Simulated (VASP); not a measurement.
Write the native input for VASP 6.6.1 that does the following.

```
Task                   : single point
Functional             : LDA
Potentials or basis    : VASP PAW LDA potentials, release 64 (Ti_sv, B)
Cutoff                 : 520 eV
k mesh                 : 10 × 10 × 9
Occupations            : fermi-dirac, width 0.1 eV
Spin                   : no spin polarisation
Dipole correction      : no
Further INCAR settings : ALGO = Normal; EDIFF = 1e-06; NBANDS = 16
```

The structure of TiB2 lies in POSCAR:

```
TiB2
1.0
    2.9640367527      0.0000000000      0.0000000000
   -1.4820183763      2.5669311256      0.0000000000
    0.0000000000      0.0000000000      3.1173721466
Ti B
1 2
Direct
    0.0000000000      0.0000000000      0.0000000000
    0.3333333333      0.6666666667      0.5000000000
    0.6666666667      0.3333333333      0.5000000000
```

The input as run:

INCAR

```
SYSTEM = TiB2
PREC = Accurate
ENCUT = 520
EDIFF = 1E-6
ISMEAR = -1
SIGMA = 0.1
LREAL = .False.
LASPH = .True.
NELM = 80
ALGO = Normal
ISIF = 2
LWAVE = .False.
LCHARG = .False.
GGA = CA
NBANDS = 16
```

KPOINTS

```
regular mesh
0
Gamma
  10 10 9
  0 0 0
```

Potentials or basis: VASP PAW LDA potentials, release 64 (Ti_sv, B).

Run with:

```console
$ cat potpaw_LDA.64/Ti_sv/POTCAR potpaw_LDA.64/B/POTCAR > POTCAR
$ mpirun -np 1 vasp_std > vasp.out
```

It gave:

* Pressure: 10.7 GPa
* Band gap on the k mesh: zero (band 9 reaches 11.09 eV, above the bottom of band 10 at 10.58 eV)

It took 12 s on 1 thread of Intel(R) Xeon(R) Platinum 8488C (Sapphire Rapids), on a shared host, peak memory 0.14 GiB.
